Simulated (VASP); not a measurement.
# AlRu: single point with PBEsol

The system is AlRu.

```
Al Ru
1.0
     2.98250    0.00000    0.00000
     0.00000    2.98250    0.00000
     0.00000    0.00000    2.98250
Al Ru
1 1
Direct
  0.00000 0.00000 0.00000
  0.50000 0.50000 0.50000
```

* Program: VASP 6.6.1
* Task: single point
* Functional: PBEsol
* Potentials or basis: VASP PAW PBE potentials, release 64 (Al, Ru_pv)
* Cutoff: 520 eV
* k mesh: 4 × 4 × 4
* Occupations: gaussian, width 0.1 eV
* Spin: no spin polarisation
* Dipole correction: no
* Further INCAR settings: ALGO = Normal; EDIFF = 1e-06; NBANDS = 16

```yaml
Pressure: -3.6 GPa
```

Levels at points of the mesh, in eV from the Fermi level:
| k point | band 5 | band 6 | band 7 | band 8 | band 9 | band 10 | band 11 | band 12 | band 13 | band 14 |
| --- | --- | --- | --- | --- | --- | --- | --- | --- | --- | --- |
| (0.00, 0.00, 0.00) | -4.01 | -4.01 | -0.15 | -0.15 | -0.15 | 5.70 | 5.70 | 5.70 | 10.65 | 10.65 |
| (0.50, 0.00, 0.00) | -5.91 | -3.20 | -1.98 | -1.98 | 0.11 | 1.96 | 7.03 | 10.64 | 10.64 | 11.70 |
| (0.50, 0.50, 0.00) | -3.51 | -1.79 | -1.79 | -1.54 | -1.54 | 1.20 | 4.96 | 6.00 | 10.25 | 11.70 |
| (0.50, 0.50, 0.50) | -5.06 | -5.06 | 1.30 | 1.30 | 2.23 | 3.72 | 3.72 | 3.72 | 8.28 | 8.28 |

Wall time 3.8 s on 1 thread of Intel Xeon 6975P-C, with other jobs on the host, peak memory 0.13 GiB.

Caveat: the k points lie up to 0.53 Å⁻¹ apart; the PAW data sets were made with another functional, which shifts forces and pressure a little.
